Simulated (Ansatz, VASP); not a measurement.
## MgS: VASP beside Ansatz

```xyz
2
Lattice="0.0000 2.5889 2.6313 2.5889 0.0000 2.6313 2.5889 2.5889 0.0000" Properties=species:S:1:pos:R:3 pbc="T T T"
Mg    0.0000    0.0000    0.0000
S     2.5889    2.5889    2.6313
```

Change from the starting cell: strained cell.

Alike in both runs: functional PBE; k mesh 6 × 6 × 6; occupations gaussian, width 0.02 eV; no spin polarisation.

Ansatz relaxed the structure, and its values are those at the end. VASP's run is a single point on that final structure, the one shown.

```csv
,VASP,Ansatz
version,VASP 6.6.1,Ansatz 0.2.0
potentials or method,"VASP PAW PBE potentials, release 64 (Mg, S), cutoff 600 eV","scalar-relativistic, plane waves, PAW"
valence electrons in the cell,8,16
```

Ansatz gave:

```
gap on the k mesh at the Fermi level (eV) : 2.71
least direct gap on the mesh (eV)         : 3.66
pressure (GPa)                            : 1.1
```

**Question.** What did VASP give for the same quantities?

**Answer.** gap on the k mesh at the Fermi level (eV): 2.70; least direct gap on the mesh (eV): 3.65; pressure (GPa): 0.8.

The functional is the same, so the differences come from potentials, cutoffs and numerics. VASP's potentials hold 8 valence electrons a cell and Ansatz's 16, so a difference there can come from the potentials and not from the codes. Ansatz's warnings: stress scf threshold loose.
